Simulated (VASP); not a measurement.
HC6: single point with LDA

HC6, a wire with vacuum:

```xyz
14
Lattice="4.8889 0.0000 0.0000 -1.2222 8.7843 0.0000 0.0000 0.0000 22.7473" Properties=species:S:1:pos:R:3 pbc="T T T"
C     0.0000    0.6802    4.0000
C     2.4445    0.6802    4.0000
C     1.2222    0.8503    4.6849
C     3.6667    0.8503    4.6849
C     1.2222    1.1904    6.0546
C     3.6667    1.1904    6.0546
C     0.0000    1.3569    6.7217
C     2.4445    1.3569    6.7217
C     0.0000    1.7154    8.1516
C     2.4445    1.7154    8.1516
C     1.2222    1.8661    8.7473
C     3.6667    1.8661    8.7473
H     0.0517    1.3440   11.3473
H    -0.0517    2.0869   11.3473
```

```json
{"Program": "VASP 6.6.1", "Task": "single point", "Functional": "LDA", "Potentials or basis": "VASP PAW LDA potentials, release 64 (C, H)", "Cutoff": "520 eV", "k mesh": "6 × 3 × 1", "Occupations": "gaussian, width 0.1 eV", "Spin": "no spin polarisation", "Dipole correction": "yes", "Further INCAR settings": "ALGO = Normal; EDIFF = 1e-06; NBANDS = 38"}
```

```yaml
Largest_force: 3.330 eV/Å
Band_gap_on_the_k_mesh: 0.07 eV
```

Forces on the atoms (eV/Å):
```
C   -0.001  0.407  1.659
C    0.000  0.403  1.627
C    0.016 -0.807 -3.231
C   -0.016 -0.807 -3.230
C    0.066  0.369  1.471
C   -0.066  0.369  1.472
C    0.001  0.045  0.111
C   -0.001  0.000 -0.011
C    0.000  0.096  0.385
C    0.000 -0.086 -0.374
C    0.297 -0.007  0.133
C   -0.296  0.005  0.143
H    0.110 -0.665 -0.054
H   -0.112  0.676 -0.101
```

Levels at points of the mesh, in eV from the valence-band top:
```tsv
k point	band 22	band 23	band 24	band 25	band 26	band 27	band 28	band 29
(0.00, 0.00, 0.00)	-2.15	-0.43	-0.30	-0.18	0.45	0.66	0.89	2.35
(0.50, 0.00, 0.00)	-1.74	-1.72	-0.06	0.00	0.07	0.13	2.96	2.99
```

Wall time 16 min on 1 thread of Intel(R) Xeon(R) Platinum 8488C (Sapphire Rapids) (shared host), peak memory 0.78 GiB.
